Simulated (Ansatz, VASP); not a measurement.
## CdSe4 in VASP and in Ansatz

Contents of INCAR:

```
  PREC = Accurate
  ENCUT = 600
  EDIFF = 1E-6
  ISMEAR = 0
  SIGMA = 0.1
  LREAL = False
  LASPH = True
  NELM = 80
  ALGO = Normal
  ISIF = 3
  LWAVE = False
  LCHARG = False
  GGA = PE
  IBRION = 2
  NSW = 100
  EDIFFG = -0.01
```

Contents of KPOINTS:

```
Automatic mesh
0
Gamma
  12 12 4
```

The input POSCAR:

```
CdSe4
1.0
    3.9010892703      0.0000000000      0.0000000000
   -1.9505446351      3.3784424105      0.0000000000
    0.0000000000      0.0000000000      8.9302240698
Cd Se
1 4
Direct
    0.0000000000      0.0000000000      0.0000000000
    0.3333333333      0.6666666667      0.8128698038
    0.3333333333      0.6666666667      0.4094016869
    0.6666666667      0.3333333333      0.1871301962
    0.6666666667      0.3333333333      0.5905983131
```

Input for Ansatz:

```yaml
crystal:
  lattice:
    - [3.9010892703, 0.0, 0.0]
    - [-1.9505446351, 3.3784424105, 0.0]
    - [0.0, 0.0, 8.9302240698]
  atoms:
    - { symbol: Cd, position: [0.0, 0.0, 0.0] }
    - { symbol: Se, position: [0.3333333333, 0.6666666667, 0.8128698038] }
    - { symbol: Se, position: [0.3333333333, 0.6666666667, 0.4094016869] }
    - { symbol: Se, position: [0.6666666667, 0.3333333333, 0.1871301962] }
    - { symbol: Se, position: [0.6666666667, 0.3333333333, 0.5905983131] }
basis:
  ecutwfc: 420
kpoints:
  mp_grid: { grid: [12, 12, 4] }
hamiltonian:
  xc: pbe
scf:
  occupations: { method: gaussian, width: 0.1 }
output:
  forces: true
  stress: true
  eigenvalues: true
  write_density: true
  write_potential: true
  elf: true
  volumetric_format: npy
relax:
  adjacent_minimum: "off"
  f_tol: 0.01
  max_steps: 80
  cell: { stress_tol: 0.05 }
```

Change from the starting cell: species swapped into the Co4H type (P-3m1, No. 164).

Alike in both runs: task relaxation of cell and atoms; functional PBE; k mesh 12 × 12 × 4; occupations gaussian, width 0.1 eV; no spin polarisation.

```csv
,VASP,Ansatz
version,VASP 6.6.1,Ansatz 0.2.0
potentials or method,"VASP PAW PBE potentials, release 64 (Cd, Se), cutoff 600 eV","scalar-relativistic, plane waves, PAW"
valence electrons in the cell,36,84
```

|  | VASP | Ansatz | Ansatz less VASP |
| --- | --- | --- | --- |
| gap on the k mesh at the Fermi level, each at its own relaxed structure (eV) | none | none | - |
| relaxed volume (Å³/atom) | 23.53 | 23.49 | -0.046 |
| relaxed cell length with the largest relative difference (Å) | 8.970 | 8.963 | -0.0065 |

A gap of «none» marks a metal or a gap that the smearing closes. VASP's potentials hold 36 valence electrons a cell and Ansatz's 84, so a difference there can come from the potentials and not from the codes.
